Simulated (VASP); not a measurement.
Input of a VASP 6.6.1 run:

The input INCAR:

```
SYSTEM = Hf8CuO16
PREC = Accurate ; ENCUT = 520
EDIFF = 1E-6 ; ISMEAR = -1
SIGMA = 0.01 ; LREAL = .FALSE.
LASPH = .TRUE. ; NELM = 120
ALGO = Normal ; ISIF = 2
LWAVE = .FALSE. ; LCHARG = .FALSE.
GGA = PE ; NBANDS = 112
NELECT = 186.0 ; GGA_COMPAT = .FALSE.
```

File KPOINTS:

```
regular mesh
0
G
  1 1 1
  0 0 0
```

File POSCAR:

```
Hf8CuO16
1.0
   -3.6047748000      3.6047748000      5.2647067900
    3.6047748000     -3.6047748000      5.2647067900
    3.6047748000      3.6047748000     -5.2647067900
Hf O Cu
8 16 1
Direct
   -0.0647788168     -0.0164996791      0.4513059094
    0.0021685469      0.4785565351     -0.0527932402
    0.5188503803     -0.0074811666     -0.0316100907
    0.4578472140      0.4668916735      0.4551578004
   -0.0079625059     -0.0054223643     -0.0453602207
   -0.0388355241      0.4358945936      0.4535078014
    0.4772103769     -0.0462971451      0.4590913613
    0.4871616522      0.4984293099     -0.0467327753
    0.1252647990      0.3264121441      0.7120822245
    0.1300827544      0.8344327491      0.3074668711
    0.6528176105      0.3138533714      0.3481394426
    0.6320672997      0.8300824042      0.7170747493
    0.5357971779      0.1985986051      0.8544418691
    0.3856116623      0.5927252834      0.2147606692
    0.8837410440      0.0893408379      0.2124061898
    1.0227129740      0.6839299955      0.8307883583
    0.0931016971      0.3814051247      0.2119555765
    0.2067211876      1.0354908611      0.8615217771
    0.6967669776      0.5234075197      0.8458873486
    0.5886803714      0.8830653168      0.2145723220
    0.3254580407      0.1536244676      0.3527007874
    0.3341629696      0.6235940609      0.7158514761
    0.8327758667      0.1229842995      0.7137761629
    0.8313638334      0.6547723665      0.3541932049
    0.1796712597     -0.2667410596     -0.4938398605
```

Potentials or basis: VASP PAW PBE potentials, release 64 (Hf_pv, O, Cu).

Command:

```sh
$ cat potpaw_PBE.64/Hf_pv/POTCAR potpaw_PBE.64/O/POTCAR potpaw_PBE.64/Cu/POTCAR > POTCAR
$ mpirun -np 1 vasp_gam > vasp.out
```

Task: Predict the largest force.

Result: 0.095 eV/Å.

Forces in eV/Å, atoms in the order of the input:
```
Hf   0.016 -0.045 -0.012
Hf  -0.011 -0.016  0.039
Hf   0.028  0.030  0.053
Hf  -0.020  0.025 -0.051
Hf  -0.001 -0.004  0.020
Hf   0.017  0.015 -0.089
Hf  -0.009 -0.014  0.002
Hf  -0.010 -0.019  0.041
O    0.024 -0.052 -0.025
O   -0.009 -0.039  0.086
O    0.006 -0.023  0.052
O    0.029 -0.030 -0.009
O    0.026 -0.024 -0.041
O    0.033 -0.022  0.014
O    0.063 -0.037 -0.018
O    0.008 -0.030 -0.031
O   -0.045  0.025  0.027
O   -0.018  0.042 -0.051
O   -0.026  0.019 -0.042
O   -0.015  0.050  0.035
O   -0.026  0.027  0.049
O   -0.037  0.082 -0.026
O   -0.046  0.000  0.016
O   -0.012  0.007  0.014
Cu   0.038  0.035 -0.050
```

Caveat: the k points lie up to 1.06 Å⁻¹ apart, too coarse for converged energies, forces and pressures; the cell carries a net charge on a neutralising background, which shifts energy and pressure.
